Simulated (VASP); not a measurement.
# Ir in VASP: a series of runs

The runs below take Ir through single point, with PBE, PBE+U.

Everything below comes from runs of VASP 6.6.1. Logs are shortened: lines on timing, memory, paths and dates and some standing lists are left out, and cuts for length are marked.

## Step 1: The cell of the first run

It takes space group Fm-3m (No. 225, cubic). Conventional cell: a = 3.854 Å, b = 3.854 Å, c = 3.854 Å, α = 90.00°, β = 90.00°, γ = 90.00°. Ir (site symmetry m-3m) has 12 Ir at 2.73 Å within 3.6 Å.

## Step 2: Single point, PBE

INCAR

```
SYSTEM = Ir
PREC     = Accurate       ! precision mode
ENCUT    = 520            ! plane-wave cutoff, eV
EDIFF    = 1E-6           ! SCF threshold, eV
ISMEAR   = 0              ! smearing method
SIGMA    = 0.1            ! smearing width, eV
LREAL    = .False.        ! projectors in reciprocal space
LASPH    = .True.         ! aspherical terms in the spheres
NELM     = 80             ! most SCF steps
ALGO     = Normal         ! electronic algorithm
ISIF     = 2              ! what is computed and relaxed
LWAVE    = .False.        ! write WAVECAR
LCHARG   = .True.         ! write CHGCAR
GGA      = PE             ! functional
LELF     = .True.         ! ELF
LVHAR    = .True.       
NBANDS   = 10             ! bands
```

KPOINTS

```
Automatic mesh
0
Gamma
  10 10 10
  0 0 0
```

POSCAR

```
Ir
1.0
    0.0000000000      1.9269646676      1.9269646676
    1.9269646676      0.0000000000      1.9269646676
    1.9269646676      1.9269646676      0.0000000000
Ir
1
Direct
    0.0000000000      0.0000000000      0.0000000000
```

Potentials or basis: VASP PAW PBE potentials, release 64 (Ir).

The run is started by

```bash
> cat potpaw_PBE.64/Ir/POTCAR > POTCAR
> mpirun -np 1 vasp_std > vasp.out
```

OUTCAR:

```text
SYSTEM = Ir
   PREC = Accurate
   ENCUT = 520
   EDIFF = 1E-6
   ISMEAR = 0
   LREAL = .False.
   LASPH = .True.
   NELM = 80
   ISIF = 2
   GGA = PE

 ion  position               nearest neighbor table
   1  0.000  0.000  0.000-

  LATTYP: Found a face centered cubic cell.
 ALAT       =     3.8539293352

  Lattice vectors:

 A1 = (   0.0000000000,   1.9269646676,   1.9269646676)
 A2 = (   1.9269646676,   0.0000000000,   1.9269646676)
 A3 = (   1.9269646676,   1.9269646676,   0.0000000000)

Analysis of symmetry for initial positions (statically):
=====================================================================
 Subroutine PRICEL returns:
 Original cell was already a primitive cell.

 Routine SETGRP: Setting up the symmetry group for a
 face centered cubic supercell.

 Subroutine GETGRP returns: Found 48 space group operations
 (whereof 48 operations were pure point group operations)
 out of a pool of 48 trial point group operations.

The static configuration has the point symmetry O_h .

Analysis of symmetry for dynamics (positions and initial velocities):
=====================================================================
 Subroutine PRICEL returns:
 Original cell was already a primitive cell.

 Routine SETGRP: Setting up the symmetry group for a
 face centered cubic supercell.

 Subroutine GETGRP returns: Found 48 space group operations
 (whereof 48 operations were pure point group operations)
 out of a pool of 48 trial point group operations.

The dynamic configuration has the point symmetry O_h .

 Subroutine INISYM returns: Found 48 space group operations
 (whereof 48 operations are pure point group operations),
 and found     1 'primitive' translations

----------------------------------------------------------------------------------------

                                     Primitive cell

  volume of cell :      14.3104

  direct lattice vectors                    reciprocal lattice vectors
     0.000000000  1.926964668  1.926964668    -0.259475437  0.259475437  0.259475437
     1.926964668  0.000000000  1.926964668     0.259475437 -0.259475437  0.259475437
     1.926964668  1.926964668  0.000000000     0.259475437  0.259475437 -0.259475437

  length of vectors
     2.725139567  2.725139567  2.725139567     0.449424641  0.449424641  0.449424641

  position of ions in fractional coordinates (direct lattice)
     0.000000000  0.000000000  0.000000000

  ion indices of the primitive-cell ions
   primitive index   ion index
                 1           1

----------------------------------------------------------------------------------------

 KPOINTS: Automatic mesh

Automatic generation of k-mesh.
 Grid dimensions read from file:
 generate k-points for:   10   10   10

 Generating k-lattice:

  Cartesian coordinates                     Fractional coordinates (reciprocal lattice)
    -0.025947544  0.025947544  0.025947544     0.100000000  0.000000000  0.000000000
     0.025947544 -0.025947544  0.025947544     0.000000000  0.100000000  0.000000000
     0.025947544  0.025947544 -0.025947544     0.000000000  0.000000000  0.100000000

  Length of vectors
     0.044942464  0.044942464  0.044942464

  Shift w.r.t. Gamma in fractional coordinates (k-lattice)
     0.000000000  0.000000000  0.000000000

 Subroutine IBZKPT returns following result:
 ===========================================

 Found     47 irreducible k-points:

 Following reciprocal coordinates:
            Coordinates               Weight
  0.000000  0.000000  0.000000      1.000000
  0.100000  0.000000  0.000000      8.000000
  0.200000  0.000000  0.000000      8.000000
  0.300000  0.000000  0.000000      8.000000
  0.400000  0.000000  0.000000      8.000000
  0.500000  0.000000  0.000000      4.000000
[... 16 lines left out ...]
  0.300000  0.300000  0.000000      6.000000
  0.400000  0.300000  0.000000     24.000000
 [... further k-points ...]
   k-points           NKPTS =     47   k-points in BZ     NKDIM =     47   number of bands    NBANDS=     10
   number of dos      NEDOS =    301   number of ions     NIONS =      1
   total plane-waves  NPLWV =   8000
   dimension x,y,z NGX =    20 NGY =   20 NGZ =   20
   dimension x,y,z NGXF=    40 NGYF=   40 NGZF=   40
   ions per type =               1
   NGX,Y,Z   is equivalent  to a cutoff of  12.20, 12.20, 12.20 a.u.
   NGXF,Y,Z  is equivalent  to a cutoff of  24.40, 24.40, 24.40 a.u.
 SYSTEM =  Ir
   PREC   = accura    normal or accurate (medium, high low for compatibility)
   ISTART =      0    job   : 0-new  1-cont  2-samecut
   ICHARG =      2    charge: 1-file 2-atom 10-const
   ISPIN  =      1    spin polarized calculation?
   LNONCOLLINEAR =      F non collinear calculations
   LSORBIT =      F    spin-orbit coupling
   LASPH  =      T    aspherical Exc in radial PAW
   ENCUT  =  520.0 eV  38.22 Ry    6.18 a.u.   5.07  5.07  5.07*2*pi/ulx,y,z
   NELM   =     80;   NELMIN=  2; NELMDL= -5     # of ELM steps
   EDIFF  = 0.1E-05   stopping-criterion for ELM
   LREAL  =      F    real-space projection
   EDIFFG = 0.1E-04   stopping-criterion for IOM
   NSW    =      0    number of steps for IOM
   IBRION =     -1    ionic relax: 0-MD 1-quasi-New 2-CG
   NFREE  =      0    steps in history (QN), initial steepest desc. (CG)
   ISIF   =      2    stress and relaxation
   ISYM   =      2    0-nonsym 1-usesym 2-fastsym
   POTIM  = 0.5000    time-step for ionic-motion
   TEBEG  =    0.0;   TEEND  =   0.0 temperature during run
   PSTRESS=    0.0 pullay stress
   NELECT =       9.0000    total number of electrons
   NUPDOWN=      -1.0000    fix difference up-down
   EMIN   =  10.00;   EMAX   =-10.00  energy-range for DOS
   EFERMI =   0.00;   METHOD = LEGACY
   ISMEAR =     0;   SIGMA  =   0.10  broadening in eV -4-tet -1-fermi 0-gaus
   EFERMI_NEDOS =   21; number of points for ismear=-14 and -15
   IALGO  =     38    algorithm
   IMIX   =      4    mixing-type and parameters
     AMIX     =   0.40;   BMIX     =  1.00
     AMIX_MAG =   1.60;   BMIX_MAG =  1.00
  volume/ion in A,a.u.               =      14.31        96.57
  Fermi-wavevector in a.u.,A,eV,Ry     =   1.402615  2.650559 26.767147  1.967330
  Thomas-Fermi vector in A             =   2.525359
   LORBIT       =      0    0 simple, 1 ext, 2 COOP (PROOUT), +10 PAW based schemes
   GGA     = PE    functional components
   LHFCALC =     F    Hartree Fock is set to
   AEXX    =    0.0000 exact exchange contribution
   IVDW    =     0    specifies the selected vdW correction
   LEPSILON=     F    determine dielectric tensor
   LRPA    =     F    only Hartree local field effects (RPA)
 non-spin polarized calculation
 Gauss-broadening in eV      SIGMA  =   0.10
  energy-cutoff  :      520.00
  volume of cell :       14.31
 maximum number of plane-waves:       393
   NGX = 11   NGY = 11   NGZ = 11

 number of electron       9.0000000 magnetization

 Free energy of the ion-electron system (eV)
  ---------------------------------------------------
  ext. energy  EPLUGINS =         0.00000000
  ---------------------------------------------------
  free energy    TOTEN  =        -8.85373376 eV

  energy without entropy =       -8.84798663  energy(sigma->0) =       -8.85086019

 E-fermi :  10.2789     XC(G=0): -13.9196

 val. band max:       10.2659901411   @ k =  -0.3000   0.3000   0.1000
 cond. band min:      10.2871778468   @ k =  -0.4000   0.5000   0.1000
 fundamental gap:      0.0211877057
 Fermi energy:        10.2789353360

 k-point     1 :       0.0000    0.0000    0.0000
  band No.  band energies     occupation
      1      -0.7878      2.00000
      2       6.3877      2.00000
      3       6.3877      2.00000
      4       6.3877      2.00000
      5       9.0324      2.00000
      6       9.0324      2.00000
      7      24.5505      0.00000
      8      30.0777      0.00000
      9      30.0777      0.00000
     10      30.0777      0.00000

 k-point     2 :       0.1000    0.0000    0.0000
  band No.  band energies     occupation
      1      -0.3557      2.00000
      2       6.1718      2.00000
      3       6.5658      2.00000
      4       6.5658      2.00000
      5       8.9278      2.00000
      6       8.9278      2.00000
      7      25.2743      0.00000
      8      28.1889      0.00000
      9      30.7858      0.00000
     10      30.7858      0.00000

 k-point     3 :       0.2000    0.0000    0.0000
  band No.  band energies     occupation
      1       0.7711      2.00000
      2       5.8360      2.00000
      3       6.8381      2.00000
      4       6.8381      2.00000
      5       8.9453      2.00000
      6       8.9453      2.00000
      7      25.3469      0.00000
      8      26.7753      0.00000
      9      32.6871      0.00000
     10      32.6871      0.00000

 k-point     4 :       0.3000    0.0000    0.0000
  band No.  band energies     occupation
      1       1.8868      2.00000
      2       6.2753      2.00000
      3       6.7087      2.00000
      4       6.7087      2.00000
      5       9.6484      2.00000
      6       9.6484      2.00000
      7      22.4656      0.00000
      8      26.2827      0.00000
      9      33.5803      0.00000
     10      33.5803      0.00000
[... 222 lines left out ...]
 k-point    22 :      -0.2000    0.2000    0.0000
  band No.  band energies     occupation
      1       2.8564      2.00000
      2       5.2039      2.00000
      3       6.3578      2.00000
      4       7.7863      2.00000
      5       8.0640      2.00000
      6      11.4259      0.00000
      7      23.6297      0.00000
      8      26.7624      0.00000
      9      28.8769      0.00000
     10      31.1453      0.00000

 k-point    23 :       0.3000    0.3000    0.0000
  band No.  band energies     occupation
      1       2.7044      2.00000
      2       3.9618      2.00000
      3       7.4966      2.00000
      4       9.1482      2.00000
      5       9.1482      2.00000
      6      10.2886      0.89173
      7      26.5212      0.00000
      8      26.5212      0.00000
      9      27.7642      0.00000
     10      30.5205      0.00000

 k-point    24 :       0.4000    0.3000    0.0000
  band No.  band energies     occupation
      1       3.0104      2.00000
      2       3.7422      2.00000
      3       7.5967      2.00000
      4       9.3670      2.00000
      5      10.9627      0.00000
      6      11.0159      0.00000
      7      22.9544      0.00000
      8      25.2099      0.00000
      9      26.1120      0.00000
     10      31.0648      0.00000

 [... further k-points ...]
[... 5 lines left out ...]
  --------------------------------------------------------------------------------------
  -------------------------------------------------------------------------------------
  Total        0.4690176      0.4690176      0.4690176      0.0000000     -0.0000000      0.0000000
  in kB       52.5107814     52.5107814     52.5107814      0.0000000     -0.0000000      0.0000000
  external PRESSURE =      52.5107814 kB  Pullay stress =       0.0000000 kB

 VOLUME and BASIS-vectors are now :
 -----------------------------------------------------------------------------
  energy-cutoff  :      520.00
  volume of cell :       14.31
      direct lattice vectors                 reciprocal lattice vectors
     0.000000000  1.926964668  1.926964668    -0.259475437  0.259475437  0.259475437
     1.926964668  0.000000000  1.926964668     0.259475437 -0.259475437  0.259475437
     1.926964668  1.926964668  0.000000000     0.259475437  0.259475437 -0.259475437

 POSITION                                       TOTAL-FORCE (eV/Angst)
 -----------------------------------------------------------------------------------
      0.00000      0.00000      0.00000         0.000000      0.000000      0.000000
 -----------------------------------------------------------------------------------
    total drift:                                0.000000     -0.000000     -0.000000

  FREE ENERGIE OF THE ION-ELECTRON SYSTEM (eV)
  ---------------------------------------------------
  free  energy   TOTEN  =        -8.8537337566 eV

  energy  without entropy=       -8.8479866310  energy(sigma->0) =       -8.85086019
```

Wall time 10 s (1 thread of Intel Xeon 8259CL, shared host); peak memory 0.13 GiB.

What came out:

- Free energy: -8.8537 eV
- Pressure: 5.3 GPa

Levels at points of the mesh, in eV from the Fermi level:
```tsv
k point	band 1	band 2	band 3	band 4	band 5	band 6	band 7	band 8	band 9
(0.00, 0.00, 0.00)	-11.07	-3.89	-3.89	-3.89	-1.25	-1.25	14.27	19.80	19.80
(0.50, 0.00, 0.00)	-8.05	-3.99	-3.99	-0.80	0.81	0.81	7.08	13.82	19.62
(0.50, 0.50, 0.00)	-7.85	-7.29	0.78	1.37	1.37	1.63	10.29	11.58	11.58
```

Caveat: spin-orbit coupling is left out, which moves the levels of the heavy elements.

## Step 3: Single point, PBE+U

INCAR

```
SYSTEM = Ir
PREC = Accurate ; ENCUT = 520
EDIFF = 1E-6 ; ISMEAR = 0
SIGMA = 0.1 ; LREAL = .FALSE.
LASPH = .TRUE. ; NELM = 150
ALGO = Normal ; ISIF = 2
LWAVE = .FALSE. ; LCHARG = .FALSE.
LMAXMIX = 4 ; LDAU = .TRUE.
LDAUTYPE = 1 ; LDAUL = 2
LDAUU = 4.4 ; LDAUJ = 0.5
LDAUPRINT = 1 ; GGA = PE
NBANDS = 10
```

KPOINTS

```
regular mesh
0
G
  10 10 10
  0 0 0
```

POSCAR is that of step 2.

Potentials or basis: VASP PAW PBE potentials, release 64 (Ir).

The run is started by

```bash
> cat potpaw_PBE.64/Ir/POTCAR > POTCAR
> mpirun -np 1 vasp_std > vasp.out
```

Wall time 13 s (1 thread of Intel Xeon 8259CL, shared host); peak memory 0.13 GiB.

Results (log left out):

```yaml
Free_energy: -4.9748 eV
Pressure: -9.0 GPa
```

Levels at points of the mesh, in eV from the Fermi level:
```csv
k point,band 1,band 2,band 3,band 4,band 5,band 6,band 7,band 8
"(0.00, 0.00, 0.00)",-10.26,-3.70,-3.70,-3.70,-1.71,-1.71,15.07,20.64
"(0.50, 0.00, 0.00)",-7.68,-4.20,-4.20,0.01,0.77,0.77,7.57,14.64
"(0.50, 0.50, 0.00)",-8.12,-7.10,0.32,1.57,1.57,2.43,10.57,12.40
```

Eigenvalues of the final occupation matrices:
| site | spin | trace | eigenvalues |
| --- | --- | --- | --- |
| site 1 d | 1 | 3.67 | 0.66 0.66 0.66 0.84 0.84 |
| site 1 d | 2 | 3.67 | 0.66 0.66 0.66 0.84 0.84 |

Caveat: spin-orbit coupling is left out, which moves the levels of the heavy elements; U without spin polarisation on a metal has little footing; the U is typed as a test and isn't derived for this compound.

## Step 4: Single point, PBE+U

INCAR

```
ALGO = Normal
EDIFF = 1E-6
ENCUT = 520
GGA = PE
ISIF = 2
ISMEAR = 1
LASPH = T
LCHARG = F
LDAU = T
LDAUJ = 0.59
LDAUL = 2
LDAUPRINT = 1
LDAUTYPE = 1
LDAUU = 7
LMAXMIX = 4
LREAL = F
LWAVE = F
NBANDS = 10
NELM = 150
PREC = Accurate
SIGMA = 0.049
```

KPOINTS

```
k-points
0
Gamma
  10 10 10
```

POSCAR is that of step 3.

The run is started by

```bash
> cat potpaw_PBE.64/Ir/POTCAR > POTCAR
> mpirun -np 1 vasp_std > vasp.out
```

Wall time 15 s (1 thread of Intel Xeon 8259CL, shared host); peak memory 0.13 GiB.

It converged, with:

- Free energy: -2.7871 eV
- Pressure: -20.4 GPa

Levels at points of the mesh, in eV from the Fermi level:
```csv
k point,band 2,band 3,band 4,band 5,band 6,band 7
"(0.00, 0.00, 0.00)",-3.43,-3.43,-3.43,-2.64,-2.64,15.76
"(0.50, 0.00, 0.00)",-4.78,-4.78,0.68,0.68,0.71,8.01
"(0.50, 0.50, 0.00)",-6.83,-0.57,1.81,1.81,3.10,10.34
```

Eigenvalues of the final occupation matrices:
| site | spin | trace | eigenvalues |
| --- | --- | --- | --- |
| site 1 d | 1 | 3.87 | 0.66 0.66 0.66 0.95 0.95 |
| site 1 d | 2 | 3.87 | 0.66 0.66 0.66 0.95 0.95 |

Caveat: spin-orbit coupling is left out, which moves the levels of the heavy elements; U without spin polarisation on a metal has little footing; the U is typed as a test and isn't derived for this compound.

## Step 5: Single point, PBE

This run uses another cell than the first one, of 14.10 Å³/atom, 0.986 times its volume.

INCAR

```
PREC = Accurate
ENCUT = 520
EDIFF = 1E-6
ISMEAR = 0
SIGMA = 0.1
LREAL = F
LASPH = T
NELM = 60
ALGO = Normal
ISIF = 2
LWAVE = F
LCHARG = F
GGA = PE
NBANDS = 10
```

KPOINTS

```
regular mesh
0
Gamma
  10 10 10
```

POSCAR

```
Ir
1.0
   -0.0138245419      1.8787475997      1.8893641562
    1.9377422241     -0.0317834675      1.9073230818
    1.9317805604      1.8907448616     -0.0258218038
Ir
1
Direct
    0.0000000000      0.0000000000      0.0000000000
```

The run is started by

```bash
> cat potpaw_PBE.64/Ir/POTCAR > POTCAR
> mpirun -np 1 vasp_std > vasp.out
```

It took 89 s on 1 thread of Intel Xeon 8259CL, shared host; peak memory 0.19 GiB.

Results (log left out):

| Property | Result |
| --- | --- |
| Free energy | -8.8307 eV |
| Pressure | 11.3 GPa |

Stress tensor (GPa, compression positive):
```
 6.45  2.79  1.00
 2.79 14.74  7.04
 1.00  7.04 12.65
```

Levels at points of the mesh, in eV from the Fermi level:
```
           k point  band 1  band 2  band 3  band 4  band 5  band 6  band 7  band 8  band 9
(0.00, 0.00, 0.00)  -11.22   -4.17   -4.07   -3.68   -1.42   -1.09   14.25   19.44   19.69
(0.50, 0.00, 0.00)   -8.19   -4.18   -3.98   -0.78    0.65    1.02    7.33   13.77   19.56
(0.00, 0.50, 0.00)   -8.24   -4.33   -3.75   -0.98    0.76    0.83    7.01   13.91   19.61
(0.50, 0.50, 0.00)   -8.01   -7.44    0.77    1.27    1.58    1.71   10.60   11.37   11.84
(0.00, 0.00, 0.50)   -8.22   -4.36   -3.74   -0.92    0.73    0.89    7.10   13.85   19.50
(0.50, 0.00, 0.50)   -8.00   -7.45    0.76    1.32    1.55    1.83   10.75   11.38   11.62
(0.00, 0.50, 0.50)   -8.03   -7.43    0.83    1.37    1.37    1.44   10.15   11.45   12.34
(0.50, 0.50, 0.50)   -8.16   -4.14   -4.10   -0.64    0.75    1.03    7.54   13.64   19.47
```

Caveat: spin-orbit coupling is left out, which moves the levels of the heavy elements.

## Step 6: Overview

```csv
level,U,cell,smearing,LDAUTYPE,hund's J,gap on the mesh (eV),pressure (GPa)
PBE,-,"a = 2.725 Å, angles 60.0°, 1 atom",gaussian 0.1 eV,-,-,none,5.3
PBE+U,"Ir d U = 4.4 eV, J = 0.5 eV","a = 2.725 Å, angles 60.0°, 1 atom",gaussian 0.1 eV,1,0.5,none,-9.0
PBE+U,"Ir d U = 7.0 eV, J = 0.59 eV","a = 2.725 Å, angles 60.0°, 1 atom",methfessel-paxton 0.049 eV,1,0.59,none,-20.4
PBE,-,"a = 2.665, b = 2.719, c = 2.703 Å, angles 60.4, 61.1, 61.0°, 1 atom",gaussian 0.1 eV,-,-,none,11.3
```

Alike in all rows: task single point; potentials or basis VASP PAW PBE potentials, release 64 (Ir); no spin polarisation; k mesh 10 × 10 × 10; cutoff (eV) 520.

Every run on the cell as given and a fine mesh finds a metal. The pressure there spans -20.4 GPa (PBE+U) to 5.3 GPa (PBE); a positive pressure means that this level wants a larger cell, a negative one a smaller.

Caveats: spin-orbit coupling is left out, which moves the levels of the heavy elements; U without spin polarisation on a metal has little footing (some runs); the U is typed as a test and isn't derived for this compound (some runs).

Absolute energies hang on the potentials; compare differences alone.
